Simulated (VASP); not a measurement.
# CdS5: single point with PBE

The system is CdS5.

```
CELL_PARAMETERS angstrom
-2.98123 3.31947 -0.02431
-2.98123 -3.31947 -0.02431
0.59794 0.00000 17.72469
ATOMIC_POSITIONS crystal
Cd 0.96780 0.03220 0.00000
Cd 0.46780 0.53220 0.50000
S 0.63041 0.14687 0.33567
S 0.13041 0.64687 0.83567
S 0.31226 0.18774 0.25000
S 0.81226 0.68774 0.75000
S 0.35313 0.86959 0.16433
S 0.85313 0.36959 0.66433
S 0.47661 0.13620 0.07192
S 0.97661 0.63620 0.57192
S 0.36380 0.02339 0.42808
S 0.86380 0.52339 0.92808
```

```yaml
Program: VASP 6.6.1
Task: single point
Functional: PBE
Potentials_or_basis: VASP PAW PBE potentials, release 64 (Cd_sv_GW, S)
Cutoff: 630 eV
k_mesh: 4 × 4 × 1
Occupations: gaussian, width 0.1 eV
Spin: no spin polarisation
Dipole_correction: no
Further_INCAR_settings: ALGO = Normal; EDIFF = 1e-06; NBANDS = 62
```

```
Pressure               : -0.3 GPa
Largest force          : 0.117 eV/Å
Band gap on the k mesh : 1.42 eV
```

Forces in eV/Å, atoms in the order of the input:
```
Cd   0.000  0.008  0.000
Cd   0.000  0.008  0.000
S    0.092 -0.073  0.004
S    0.092 -0.073  0.004
S    0.000  0.097  0.000
S    0.000  0.097  0.000
S   -0.092 -0.073 -0.004
S   -0.092 -0.073 -0.004
S    0.058  0.020  0.081
S    0.058  0.020  0.081
S   -0.058  0.020 -0.081
S   -0.058  0.020 -0.081
```

Stress tensor (GPa, compression positive):
```
-0.20  0.00 -0.08
 0.00 -0.16  0.00
-0.08  0.00 -0.48
```

Levels at points of the mesh, in eV from the valence-band top:
| k point | band 46 | band 47 | band 48 | band 49 | band 50 | band 51 | band 52 | band 53 | band 54 | band 55 |
| --- | --- | --- | --- | --- | --- | --- | --- | --- | --- | --- |
| (0.00, 0.00, 0.00) | -0.72 | -0.67 | -0.63 | -0.20 | -0.05 | 1.42 | 1.79 | 2.35 | 2.38 | 2.69 |
| (0.50, 0.00, 0.00) | -0.98 | -0.65 | -0.65 | -0.15 | -0.15 | 2.07 | 2.07 | 2.64 | 2.64 | 2.96 |
| (0.50, 0.50, 0.00) | -1.23 | -0.95 | -0.72 | -0.36 | -0.20 | 1.81 | 1.97 | 3.04 | 3.22 | 3.70 |

Wall time 4.1 min on 1 thread of Intel(R) Xeon(R) Platinum 8488C (Sapphire Rapids), with other jobs on the host, peak memory 0.58 GiB.

A k mesh can miss the band edges.
